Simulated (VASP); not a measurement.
# CaO (Lime) (Fm-3m) in VASP: notebook

CaO (Lime) is run at these levels: PBE, r2SCAN; tasks: single point.

Everything below comes from runs of VASP 6.6.1. Logs are shortened: lines on timing, memory, paths and dates and some standing lists are left out, and cuts for length are marked.

## (1) The cell of the first run

Symmetry: Fm-3m, No. 225, cubic system. Conventional cell: a = 4.996 Å, b = 4.996 Å, c = 4.996 Å, α = 90.00°, β = 90.00°, γ = 90.00°. Ca (site symmetry m-3m) has 6 O at 2.50 Å within 3.3 Å. O (site symmetry m-3m) has 6 Ca at 2.50 Å within 3.3 Å.

## (2) Single point, PBE (strain +4.2%)

The input, INCAR:

```
  ALGO = Normal
  EDIFF = 1E-7
  ENCUT = 520
  GGA = PE
  ISIF = 2
  ISMEAR = -1
  LASPH = True
  LCHARG = False
  LREAL = False
  LWAVE = False
  NBANDS = 15
  NELM = 80
  PREC = Accurate
  SIGMA = 0.02
```

The input, KPOINTS:

```
k-points
0
Gamma
  10 10 10
```

The input, POSCAR:

```
CaO
1.0
    0.0000000000      2.4980046258      2.4980046258
    2.4980046258      0.0000000000      2.4980046258
    2.4980046258      2.4980046258      0.0000000000
Ca O
1 1
Direct
    0.0000000000      0.0000000000      0.0000000000
    0.5000000000      0.5000000000      0.5000000000
```

Potentials or basis: VASP PAW PBE potentials, release 64 (Ca_sv, O).

Started as:

```
> cat potpaw_PBE.64/Ca_sv/POTCAR potpaw_PBE.64/O/POTCAR > POTCAR
> mpirun -np 1 vasp_std > vasp.out
```

OUTCAR:

```text
EDIFF = 1E-7
   ENCUT = 520
   GGA = PE
   ISIF = 2
   ISMEAR = -1
   LASPH = True
   LREAL = False
   NELM = 80
   PREC = Accurate

 ion  position               nearest neighbor table
   1  0.000  0.000  0.000-   2 2.50   2 2.50   2 2.50   2 2.50   2 2.50   2 2.50
   2  0.500  0.500  0.500-   1 2.50   1 2.50   1 2.50   1 2.50   1 2.50   1 2.50

  LATTYP: Found a face centered cubic cell.
 ALAT       =     4.9960092516

  Lattice vectors:

 A1 = (   0.0000000000,   2.4980046258,   2.4980046258)
 A2 = (   2.4980046258,   0.0000000000,   2.4980046258)
 A3 = (   2.4980046258,   2.4980046258,   0.0000000000)

Analysis of symmetry for initial positions (statically):
=====================================================================
 Subroutine PRICEL returns:
 Original cell was already a primitive cell.

 Routine SETGRP: Setting up the symmetry group for a
 face centered cubic supercell.

 Subroutine GETGRP returns: Found 48 space group operations
 (whereof 48 operations were pure point group operations)
 out of a pool of 48 trial point group operations.

The static configuration has the point symmetry O_h .

Analysis of symmetry for dynamics (positions and initial velocities):
=====================================================================
 Subroutine PRICEL returns:
 Original cell was already a primitive cell.

 Routine SETGRP: Setting up the symmetry group for a
 face centered cubic supercell.

 Subroutine GETGRP returns: Found 48 space group operations
 (whereof 48 operations were pure point group operations)
 out of a pool of 48 trial point group operations.

The dynamic configuration has the point symmetry O_h .

 Subroutine INISYM returns: Found 48 space group operations
 (whereof 48 operations are pure point group operations),
 and found     1 'primitive' translations

----------------------------------------------------------------------------------------

                                     Primitive cell

  volume of cell :      31.1752

  direct lattice vectors                    reciprocal lattice vectors
     0.000000000  2.498004626  2.498004626    -0.200159757  0.200159757  0.200159757
     2.498004626  0.000000000  2.498004626     0.200159757 -0.200159757  0.200159757
     2.498004626  2.498004626  0.000000000     0.200159757  0.200159757 -0.200159757

  length of vectors
     3.532712021  3.532712021  3.532712021     0.346686870  0.346686870  0.346686870

  position of ions in fractional coordinates (direct lattice)
     0.000000000  0.000000000  0.000000000
[... 89 lines left out ...]
   NELECT =      16.0000    total number of electrons
   NUPDOWN=      -1.0000    fix difference up-down
   EMIN   =  10.00;   EMAX   =-10.00  energy-range for DOS
   EFERMI =   0.00;   METHOD = LEGACY
   ISMEAR =    -1;   SIGMA  =   0.02  broadening in eV -4-tet -1-fermi 0-gaus
   EFERMI_NEDOS =   21; number of points for ismear=-14 and -15
   IALGO  =     38    algorithm
   IMIX   =      4    mixing-type and parameters
     AMIX     =   0.40;   BMIX     =  1.00
     AMIX_MAG =   1.60;   BMIX_MAG =  1.00
  volume/ion in A,a.u.               =      15.59       105.19
  Fermi-wavevector in a.u.,A,eV,Ry     =   1.310725  2.476911 23.374810  1.718000
  Thomas-Fermi vector in A             =   2.441236
   LORBIT       =      0    0 simple, 1 ext, 2 COOP (PROOUT), +10 PAW based schemes
   GGA     = PE    functional components
   LHFCALC =     F    Hartree Fock is set to
   AEXX    =    0.0000 exact exchange contribution
   IVDW    =     0    specifies the selected vdW correction
   LEPSILON=     F    determine dielectric tensor
   LRPA    =     F    only Hartree local field effects (RPA)
 non-spin polarized calculation
  energy-cutoff  :      520.00
  volume of cell :       31.18
 maximum number of plane-waves:       869
 NGX is ok and might be reduce to    28
   NGX = 13   NGY = 13   NGZ = 13

 number of electron      16.0000000 magnetization

 Free energy of the ion-electron system (eV)
  ---------------------------------------------------
  ext. energy  EPLUGINS =         0.00000000
  ---------------------------------------------------
  free energy    TOTEN  =       -12.72928027 eV

  energy without entropy =      -12.72928027  energy(sigma->0) =      -12.72928027

 E-fermi :   2.1843     XC(G=0):  -9.9243

 val. band max:        1.7329927930   @ k =   0.0000   0.0000   0.0000
 cond. band min:       5.3700997590   @ k =   0.5000   0.5000   0.0000
 fundamental gap:      3.6371069660
 Fermi energy:         2.1842974963

 k-point     1 :       0.0000    0.0000    0.0000
  band No.  band energies     occupation
      1     -36.4018      2.00000
      2     -17.2319      2.00000
      3     -17.2319      2.00000
      4     -17.2319      2.00000
      5     -13.5825      2.00000
      6       1.7330      2.00000
      7       1.7330      2.00000
      8       1.7330      2.00000
      9       5.5677      0.00000
     10       7.6542      0.00000
     11       7.6542      0.00000
     12       7.6542      0.00000
     13       8.9661      0.00000
     14       8.9661      0.00000
[... 401 lines left out ...]
      2     -17.6348      2.00000
      3     -17.3646      2.00000
      4     -17.3477      2.00000
      5     -13.2093      2.00000
      6       0.1590      2.00000
      7       1.2117      2.00000
      8       1.3034      2.00000
      9       5.9578      0.00000
     10       8.5200      0.00000
     11       9.8501      0.00000
     12       9.8881      0.00000
     13      10.0336      0.00000
     14      11.4971      0.00000
     15      15.7792      0.00000

 [... further k-points ...]

------------------------ aborting loop because EDIFF is reached ----------------------------------------

  FORCE on cell =-STRESS in cart. coord.  units (eV):
  Direction    XX          YY          ZZ          XY          YZ          ZX
  --------------------------------------------------------------------------------------
  -------------------------------------------------------------------------------------
  Total       -1.5943938     -1.5943938     -1.5943938     -0.0000000      0.0000000      0.0000000
  in kB      -81.9400963    -81.9400963    -81.9400963     -0.0000000      0.0000000      0.0000000
  external PRESSURE =     -81.9400963 kB  Pullay stress =       0.0000000 kB

 VOLUME and BASIS-vectors are now :
 -----------------------------------------------------------------------------
  energy-cutoff  :      520.00
  volume of cell :       31.18
      direct lattice vectors                 reciprocal lattice vectors
     0.000000000  2.498004626  2.498004626    -0.200159757  0.200159757  0.200159757
     2.498004626  0.000000000  2.498004626     0.200159757 -0.200159757  0.200159757
     2.498004626  2.498004626  0.000000000     0.200159757  0.200159757 -0.200159757

 POSITION                                       TOTAL-FORCE (eV/Angst)
 -----------------------------------------------------------------------------------
      0.00000      0.00000      0.00000         0.000000      0.000000     -0.000000
      2.49800      2.49800      2.49800        -0.000000     -0.000000      0.000000
 -----------------------------------------------------------------------------------
    total drift:                                0.000000      0.000000      0.000000

  FREE ENERGIE OF THE ION-ELECTRON SYSTEM (eV)
  ---------------------------------------------------
  free  energy   TOTEN  =       -12.7292802704 eV

  energy  without entropy=      -12.7292802704  energy(sigma->0) =      -12.72928027
```

stdout:

```text
POSCAR found type information on POSCAR CaO
 POSCAR found :  2 types and       2 ions
 scaLAPACK will be used
 LDA part: xc-table for (Slater+PW92), standard interpolation
 POSCAR, INCAR and KPOINTS ok, starting setup
 FFT: planning ... GRIDC
 FFT: planning ... GRID_SOFT
 FFT: planning ... GRID
 WAVECAR not read
 entering main loop
```

It took 11 s on 1 thread of Intel Xeon 6975P-C (Granite Rapids), shared host; peak memory 0.16 GiB.

What came out:

- Free energy: -12.7293 eV
- Pressure: -8.2 GPa
- Band gap on the k mesh: 3.64 eV, indirect (least direct gap 3.83 eV)

Caveat: the cell differs from its parent crystal (strain +4.2%).

## (3) Single point, r2SCAN (strain +4.2%)

POSCAR is that of step 2.

The input, INCAR.step1:

```
PREC = Accurate
ENCUT = 520
ISMEAR = 0
SIGMA = 0.01
LREAL = F
LASPH = T
NELM = 60
NBANDS = 15
GGA = PE
ALGO = Normal
EDIFF = 1E-4
LWAVE = T
LCHARG = F
```

The input, INCAR.step2:

```
PREC = Accurate
ENCUT = 520
EDIFF = 1E-7
ISMEAR = 0
SIGMA = 0.01
LREAL = F
LASPH = T
NELM = 60
ALGO = Normal
ISIF = 2
LWAVE = F
LCHARG = T
METAGGA = R2SCAN
LMIXTAU = T
LELF = T
LVHAR = T
NBANDS = 15
ISTART = 1
```

The input, KPOINTS:

```
Automatic mesh
0
Gamma
  10 10 10
```

Potentials or basis: VASP PAW PBE potentials, release 64 (Ca_sv, O).

Started as:

```
> cat potpaw_PBE.64/Ca_sv/POTCAR potpaw_PBE.64/O/POTCAR > POTCAR
> cp INCAR.step1 INCAR
> mpirun -np 1 vasp_std > vasp.out
> cp INCAR.step2 INCAR
> mpirun -np 1 vasp_std > vasp.out
```

Run time: 51 s. Hardware: 1 thread of Intel Xeon 6975P-C (Granite Rapids), shared host; peak memory 0.17 GiB.

It converged, with:

```yaml
Free_energy: -19.3367 eV
Pressure: -10.4 GPa
Band_gap_on_the_k_mesh: 4.18 eV, indirect (least direct gap 4.51 eV)
```

Levels at points of the mesh, in eV from the valence-band top:
```csv
k point,band 4,band 5,band 6,band 7,band 8,band 9,band 10,band 11,band 12,band 13
"(0.00, 0.00, 0.00)",-19.53,-16.26,0.00,0.00,0.00,4.51,6.54,6.54,6.54,7.94
"(0.50, 0.00, 0.00)",-19.57,-15.43,-2.34,-0.99,-0.99,7.14,8.31,8.40,8.40,10.23
"(0.50, 0.50, 0.00)",-19.68,-16.04,-1.32,-0.39,-0.39,4.18,7.92,8.96,9.44,9.44
```

Caveat: the cell differs from its parent crystal (strain +4.2%); the PAW data sets were made with another functional, which shifts forces and pressure a little. A k mesh can miss the band edges.
